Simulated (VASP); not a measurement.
Input of a VASP 6.6.1 run:

Contents of POSCAR:

```
Mg16O16F
1.0
   -4.2543812300      4.2543812300      4.2543812300
    4.2543812300     -4.2543812300      4.2543812300
    4.2543812300      4.2543812300     -4.2543812300
Mg O F
16 16 1
Direct
    0.0083307400      0.0085464000      0.0079431000
    0.0015517000      0.2548243800      0.7494152400
    0.0031639100      0.4984795300      0.4977971400
    0.0015915500      0.7501314600      0.2542319800
    0.2547086900      0.0017375300      0.7494548700
    0.2451632900      0.2453243800      0.4962489900
    0.2451278400      0.4968868800      0.2445766800
    0.2547224400      0.7500940500      0.0010870200
    0.4983016800      0.0032398500      0.4978138600
    0.4967305300      0.2452643800      0.2445653900
    0.4983116800      0.4984860600      0.0024594300
    0.4914729100      0.7502185300      0.7494779700
    0.7499317900      0.0017512000      0.2542326300
    0.7499462100      0.2549128800      0.0010995100
    0.7500064400      0.4914732700      0.7493891400
    0.7498417600      0.7499800400      0.4906713000
    0.0039011800      0.0040275400      0.5078170100
   -0.0084927600      0.2456578300      0.2449896500
    0.0039271700      0.5084941200      0.0033795000
    0.0493446900      0.7500529700      0.7494436800
    0.2454966000     -0.0083705400      0.2449540500
    0.2454543100      0.2455969500     -0.0090718500
    0.2544675700      0.4961145600      0.7494227600
    0.2544328000      0.7500959300      0.4954257400
    0.5083985400      0.0041098200      0.0034178100
    0.4960065600      0.2545653300      0.7494161000
    0.4505413800      0.4506694500      0.4499515600
    0.4960172700      0.7501014100      0.2538436300
    0.7499301600      0.0493668100      0.7495129300
    0.7499712300      0.2545294100      0.4954689000
    0.7499630600      0.4961518400      0.2538378600
    0.7500387800      0.7502229500      0.0486682200
    0.7498961800      0.7498964500      0.7491561200
```

Contents of INCAR.step1:

```
SYSTEM = Mg16O16F
ALGO     = Normal         ! electronic algorithm
EDIFF    = 1E-5           ! SCF threshold, eV
ENCUT    = 520            ! plane-wave cutoff, eV
GGA      = PE             ! functional
ISIF     = 2              ! what is computed and relaxed
ISMEAR   = -1             ! smearing method
LASPH    = .True.         ! aspherical terms in the spheres
LCHARG   = .False.        ! write CHGCAR
LREAL    = Auto         
LWAVE    = .True.         ! write WAVECAR
NBANDS   = 90             ! bands
NELECT   = 136.0        
NELM     = 80             ! most SCF steps
PREC     = Accurate       ! precision mode
SIGMA    = 0.01           ! smearing width, eV
```

File INCAR.step2:

```
SYSTEM = Mg16O16F
ALGO     = Normal         ! electronic algorithm
EDIFF    = 1E-6           ! SCF threshold, eV
ENCUT    = 520            ! plane-wave cutoff, eV
GGA      = PE             ! functional
HFSCREEN = 0.2079         ! screening, 1/A
ISIF     = 2              ! what is computed and relaxed
ISMEAR   = -1             ! smearing method
ISTART   = 1            
LASPH    = .True.         ! aspherical terms in the spheres
LCHARG   = .False.        ! write CHGCAR
LHFCALC  = .True.         ! exact exchange
LREAL    = Auto         
LWAVE    = .False.        ! write WAVECAR
NBANDS   = 90             ! bands
NELECT   = 136.0        
NELM     = 80             ! most SCF steps
PREC     = Accurate       ! precision mode
PRECFOCK = Fast         
SIGMA    = 0.01           ! smearing width, eV
```

File KPOINTS:

```
Automatic mesh
0
Gamma
  1 1 1
  0.25 0.25 0.25
```

Potentials or basis: VASP PAW PBE potentials, release 64 (Mg, O, F).

Command:

```console
$ cat potpaw_PBE.64/Mg/POTCAR potpaw_PBE.64/O/POTCAR potpaw_PBE.64/F/POTCAR > POTCAR
$ cp INCAR.step1 INCAR
$ mpirun -np 1 vasp_std > vasp.out
$ cp INCAR.step2 INCAR
$ mpirun -np 1 vasp_std > vasp.out
```

(1) Estimate the largest force.

## Answers

(1) 0.069 eV/Å.

Caveat: the k points lie up to 1.04 Å⁻¹ apart; the cell carries a net charge on a neutralising background, which shifts energy and pressure; the PAW data sets were made with another functional, which shifts forces and pressure a little.
